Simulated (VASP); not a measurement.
# Ta2N (C2/m) in VASP: single point with PBEsol

Aim: the single point of Ta2N with PBEsol.

Program: VASP 6.6.1. These are calculated values, not measurements. Logs are shortened: lines on timing, memory, paths and dates and some standing lists are left out, and cuts for length are marked.

### 1 The cell of the first run

The structure is monoclinic, space group C2/m (No. 12). Conventional cell: a = 5.332 Å, b = 3.079 Å, c = 4.823 Å, α = 90.00°, β = 90.00°, γ = 90.00°. Within 2.9 Å of Ta (site symmetry m) lie 3 N at 2.09 to 2.30 Å and 2 Ta at 2.77 to 2.83 Å. N (site symmetry 2/m) has 6 Ta at 2.09 to 2.30 Å within 2.8 Å.

### 2 Single point, PBEsol (atoms displaced along a vibrational mode)

Input file INCAR:

```
SYSTEM = Ta2N
PREC     = Accurate       ! precision mode
ENCUT    = 520            ! plane-wave cutoff, eV
EDIFF    = 1E-6           ! SCF threshold, eV
ISMEAR   = 0              ! smearing method
SIGMA    = 0.15           ! smearing width, eV
LREAL    = .False.        ! projectors in reciprocal space
LASPH    = .True.         ! aspherical terms in the spheres
NELM     = 100            ! most SCF steps
ALGO     = Normal         ! electronic algorithm
ISIF     = 2              ! what is computed and relaxed
LWAVE    = .False.        ! write WAVECAR
LCHARG   = .False.        ! write CHGCAR
GGA      = PS             ! functional
NBANDS   = 20             ! bands
```

Input file KPOINTS:

```
Automatic mesh
0
Gamma
  18 18 10
  0 0 0
```

Input file POSCAR:

```
Ta2N
1.0
    3.0786153869      0.0000000000      0.0000000000
   -1.5393076935      2.6661591336      0.0000000000
    0.0000000000      0.0000000000      4.8232571780
Ta N
2 1
Direct
    0.6338479204      0.2676958409      0.7462554481
    0.3661520796      0.7323041591      0.2537445519
    0.0000000000      0.0000000000      0.0000000000
```

Potentials or basis: VASP PAW PBE potentials, release 64 (Ta_pv, N).

Started as:

```console
cat potpaw_PBE.64/Ta_pv/POTCAR potpaw_PBE.64/N/POTCAR > POTCAR
mpirun -np 1 vasp_std > vasp.out
```

OUTCAR:

```text
SYSTEM = Ta2N
   PREC = Accurate
   ENCUT = 520
   EDIFF = 1E-6
   ISMEAR = 0
   LREAL = .False.
   LASPH = .True.
   NELM = 100
   ISIF = 2
   GGA = PS

 ion  position               nearest neighbor table
   1  0.634  0.268  0.746-   3 2.09   3 2.09   3 2.30   2 2.77   2 2.83   2 3.09   2 3.09   2 3.15
                             2 3.15
   2  0.366  0.732  0.254-   3 2.09   3 2.09   3 2.30   1 2.77   1 2.83   1 3.09   1 3.09   1 3.15
                             1 3.15
   3  0.000  0.000  0.000-   1 2.09   2 2.09   2 2.09   1 2.09   1 2.30   2 2.30

  LATTYP: Found a hexagonal cell.
 ALAT       =     3.0786153869
 C/A-ratio  =     1.5666968984

  Lattice vectors:

 A1 = (   3.0786153869,   0.0000000000,   0.0000000000)
 A2 = (  -1.5393076935,   2.6661591336,   0.0000000000)
 A3 = (   0.0000000000,   0.0000000000,   4.8232571780)

Analysis of symmetry for initial positions (statically):
=====================================================================
 Subroutine PRICEL returns:
 Original cell was already a primitive cell.

 Routine SETGRP: Setting up the symmetry group for a
 hexagonal supercell.

 Subroutine GETGRP returns: Found  4 space group operations
 (whereof  4 operations were pure point group operations)
 out of a pool of 24 trial point group operations.

The static configuration has the point symmetry C_2h.

Analysis of symmetry for dynamics (positions and initial velocities):
=====================================================================
 Subroutine PRICEL returns:
 Original cell was already a primitive cell.

 Routine SETGRP: Setting up the symmetry group for a
 hexagonal supercell.

 Subroutine GETGRP returns: Found  4 space group operations
 (whereof  4 operations were pure point group operations)
 out of a pool of 24 trial point group operations.

The dynamic configuration has the point symmetry C_2h.

 Subroutine INISYM returns: Found  4 space group operations
 (whereof  4 operations are pure point group operations),
 and found     1 'primitive' translations

----------------------------------------------------------------------------------------

                                     Primitive cell

  volume of cell :      39.5897

  direct lattice vectors                    reciprocal lattice vectors
     3.078615387  0.000000000  0.000000000     0.324821348  0.187535693  0.000000000
    -1.539307694  2.666159134  0.000000000     0.000000000  0.375071385  0.000000000
     0.000000000  0.000000000  4.823257178     0.000000000  0.000000000  0.207328775

  length of vectors
     3.078615387  3.078615387  4.823257178     0.375071385  0.375071385  0.207328775

  position of ions in fractional coordinates (direct lattice)
     0.633847920  0.267695841  0.746255448
     0.366152080  0.732304159  0.253744552
     0.000000000  0.000000000  0.000000000

  ion indices of the primitive-cell ions
   primitive index   ion index
                 1           1
                 2           2
                 3           3

----------------------------------------------------------------------------------------

 KPOINTS: Automatic mesh

Automatic generation of k-mesh.
 Grid dimensions read from file:
 generate k-points for:   18   18   10

 Generating k-lattice:

  Cartesian coordinates                     Fractional coordinates (reciprocal lattice)
     0.018045630  0.010418650  0.000000000     0.055555556  0.000000000  0.000000000
     0.000000000  0.020837299  0.000000000     0.000000000  0.055555556  0.000000000
     0.000000000  0.000000000  0.020732877     0.000000000  0.000000000  0.100000000

  Length of vectors
     0.020837299  0.020837299  0.020732877

  Shift w.r.t. Gamma in fractional coordinates (k-lattice)
     0.000000000  0.000000000  0.000000000

 Subroutine IBZKPT returns following result:
 ===========================================

 Found    866 irreducible k-points:

 Following reciprocal coordinates:
            Coordinates               Weight
  0.000000  0.000000  0.000000      1.000000
  0.055556  0.000000  0.000000      4.000000
  0.000000  0.055556  0.000000      2.000000
  0.111111  0.000000  0.000000      4.000000
  0.000000  0.111111  0.000000      2.000000
  0.166667  0.000000  0.000000      4.000000
[... 16 lines left out ...]
 -0.055556  0.166667  0.000000      4.000000
 -0.166667  0.111111  0.000000      4.000000
 [... further k-points ...]
   k-points           NKPTS =    866   k-points in BZ     NKDIM =    866   number of bands    NBANDS=     20
   number of dos      NEDOS =    301   number of ions     NIONS =      3
   total plane-waves  NPLWV =  20736
   dimension x,y,z NGX =    24 NGY =   24 NGZ =   36
   dimension x,y,z NGXF=    48 NGYF=   48 NGZF=   72
   ions per type =               2   1
   NGX,Y,Z   is equivalent  to a cutoff of  12.96, 12.96, 12.41 a.u.
   NGXF,Y,Z  is equivalent  to a cutoff of  25.92, 25.92, 24.82 a.u.
 SYSTEM =  Ta2N
   PREC   = accura    normal or accurate (medium, high low for compatibility)
   ISTART =      0    job   : 0-new  1-cont  2-samecut
   ICHARG =      2    charge: 1-file 2-atom 10-const
   ISPIN  =      1    spin polarized calculation?
   LNONCOLLINEAR =      F non collinear calculations
   LSORBIT =      F    spin-orbit coupling
   LASPH  =      T    aspherical Exc in radial PAW
   ENCUT  =  520.0 eV  38.22 Ry    6.18 a.u.   5.72  5.72  8.97*2*pi/ulx,y,z
   NELM   =    100;   NELMIN=  2; NELMDL= -5     # of ELM steps
   EDIFF  = 0.1E-05   stopping-criterion for ELM
   LREAL  =      F    real-space projection
   EDIFFG = 0.1E-04   stopping-criterion for IOM
   NSW    =      0    number of steps for IOM
   IBRION =     -1    ionic relax: 0-MD 1-quasi-New 2-CG
   NFREE  =      0    steps in history (QN), initial steepest desc. (CG)
   ISIF   =      2    stress and relaxation
   ISYM   =      2    0-nonsym 1-usesym 2-fastsym
   POTIM  = 0.5000    time-step for ionic-motion
   TEBEG  =    0.0;   TEEND  =   0.0 temperature during run
   PSTRESS=    0.0 pullay stress
   NELECT =      27.0000    total number of electrons
   NUPDOWN=      -1.0000    fix difference up-down
   EMIN   =  10.00;   EMAX   =-10.00  energy-range for DOS
   EFERMI =   0.00;   METHOD = LEGACY
   ISMEAR =     0;   SIGMA  =   0.15  broadening in eV -4-tet -1-fermi 0-gaus
   EFERMI_NEDOS =   21; number of points for ismear=-14 and -15
   IALGO  =     38    algorithm
   IMIX   =      4    mixing-type and parameters
     AMIX     =   0.40;   BMIX     =  1.00
     AMIX_MAG =   1.60;   BMIX_MAG =  1.00
  volume/ion in A,a.u.               =      13.20        89.05
  Fermi-wavevector in a.u.,A,eV,Ry     =   1.441016  2.723125 28.252863  2.076527
  Thomas-Fermi vector in A             =   2.559695
   LORBIT       =      0    0 simple, 1 ext, 2 COOP (PROOUT), +10 PAW based schemes
   GGA     = PS    functional components
   LHFCALC =     F    Hartree Fock is set to
   AEXX    =    0.0000 exact exchange contribution
   IVDW    =     0    specifies the selected vdW correction
   LEPSILON=     F    determine dielectric tensor
   LRPA    =     F    only Hartree local field effects (RPA)
 non-spin polarized calculation
 Gauss-broadening in eV      SIGMA  =   0.15
  energy-cutoff  :      520.00
  volume of cell :       39.59
 maximum number of plane-waves:      1086
   NGX = 11   NGY = 11   NGZ = 17

 number of electron      26.9999997 magnetization

 Free energy of the ion-electron system (eV)
  ---------------------------------------------------
  ext. energy  EPLUGINS =         0.00000000
  ---------------------------------------------------
  free energy    TOTEN  =       -36.25560937 eV

  energy without entropy =      -36.24203144  energy(sigma->0) =      -36.24882040

 E-fermi :   7.4772     XC(G=0): -13.1268

 val. band max:        7.4753754304   @ k =   0.3889   0.3333   0.4000
 cond. band min:       7.4786406278   @ k =   0.2222   0.0000   0.1000
 fundamental gap:      0.0032651973
 Fermi energy:         7.4771516041

 k-point     1 :       0.0000    0.0000    0.0000
  band No.  band energies     occupation
      1     -28.1002      2.00000
      2     -27.2573      2.00000
      3     -27.1678      2.00000
      4     -27.1625      2.00000
      5     -27.0337      2.00000
      6     -26.8883      2.00000
[... 12 lines left out ...]
     19       9.9684      0.00000
     20      12.8850      0.00000

 k-point     2 :       0.0556    0.0000    0.0000
  band No.  band energies     occupation
      1     -28.0912      2.00000
      2     -27.2676      2.00000
      3     -27.1946      2.00000
      4     -27.1708      2.00000
      5     -27.0403      2.00000
      6     -26.8910      2.00000
[... 12 lines left out ...]
     19      10.3131      0.00000
     20      12.8902      0.00000

 k-point     3 :       0.0000    0.0556    0.0000
  band No.  band energies     occupation
      1     -28.0891      2.00000
      2     -27.2761      2.00000
      3     -27.1929      2.00000
      4     -27.1465      2.00000
      5     -27.0555      2.00000
      6     -26.8943      2.00000
[... 12 lines left out ...]
     19       9.9642      0.00000
     20      12.6761      0.00000

 k-point     4 :       0.1111    0.0000    0.0000
  band No.  band energies     occupation
      1     -28.0652      2.00000
      2     -27.3089      2.00000
      3     -27.2474      2.00000
      4     -27.2088      2.00000
      5     -27.0569      2.00000
      6     -26.8987      2.00000
[... 429 lines left out ...]
 k-point    23 :      -0.0556    0.1667    0.0000
  band No.  band energies     occupation
      1     -28.0274      2.00000
      2     -27.3725      2.00000
      3     -27.2768      2.00000
      4     -27.1620      2.00000
      5     -27.1378      2.00000
      6     -26.9253      2.00000
[... 12 lines left out ...]
     19      10.5833      0.00000
     20      12.2038      0.00000

 k-point    24 :      -0.1667    0.1111    0.0000
  band No.  band energies     occupation
      1     -28.0441      2.00000
      2     -27.3556      2.00000
      3     -27.2856      2.00000
      4     -27.2631      2.00000
      5     -27.0593      2.00000
      6     -26.9010      2.00000
[... 12 lines left out ...]
     19      11.6723      0.00000
     20      13.0438      0.00000

 [... further k-points ...]

------------------------ aborting loop because EDIFF is reached ----------------------------------------

  FORCE on cell =-STRESS in cart. coord.  units (eV):
  Direction    XX          YY          ZZ          XY          YZ          ZX
  --------------------------------------------------------------------------------------
  -------------------------------------------------------------------------------------
  Total        0.7765926      1.1417206      2.0548096     -0.0000000     -1.1020602      0.0000000
  in kB       31.4283734     46.2049472     83.1572756     -0.0000000    -44.5999091      0.0000000
  external PRESSURE =      53.5968654 kB  Pullay stress =       0.0000000 kB

 VOLUME and BASIS-vectors are now :
 -----------------------------------------------------------------------------
  energy-cutoff  :      520.00
  volume of cell :       39.59
      direct lattice vectors                 reciprocal lattice vectors
     3.078615387  0.000000000  0.000000000     0.324821348  0.187535693  0.000000000
    -1.539307694  2.666159134  0.000000000     0.000000000  0.375071385  0.000000000
     0.000000000  0.000000000  4.823257178     0.000000000  0.000000000  0.207328775

 POSITION                                       TOTAL-FORCE (eV/Angst)
 -----------------------------------------------------------------------------------
      1.53931      0.71372      3.59938        -0.000000      1.471331     -0.549596
      0.00000      1.95244      1.22388         0.000000     -1.471331      0.549596
      0.00000      0.00000      0.00000         0.000000      0.000000      0.000000
 -----------------------------------------------------------------------------------
    total drift:                                0.000000      0.000000     -0.000000

  FREE ENERGIE OF THE ION-ELECTRON SYSTEM (eV)
  ---------------------------------------------------
  free  energy   TOTEN  =       -36.2556093681 eV

  energy  without entropy=      -36.2420314411  energy(sigma->0) =      -36.24882040
```

Wall time 3.7 min (1 thread of Intel Xeon 6975P-C (Granite Rapids), shared host); peak memory 0.66 GiB.

Results:

* Free energy: -36.2556 eV
* Pressure: 5.4 GPa
* Largest force: 1.571 eV/Å
* Band gap on the k mesh: zero (an odd number of electrons rules out a gap without spin polarisation)

Forces on the atoms (eV/Å):
```
Ta   0.000  1.471 -0.550
Ta   0.000 -1.471  0.550
N    0.000  0.000  0.000
```

Caveat: the cell differs from its parent crystal (atoms displaced along a vibrational mode); the cell stands under pressure; the PAW data sets were made with another functional, which shifts forces and pressure a little; spin-orbit coupling is left out, which moves the levels of the heavy elements.
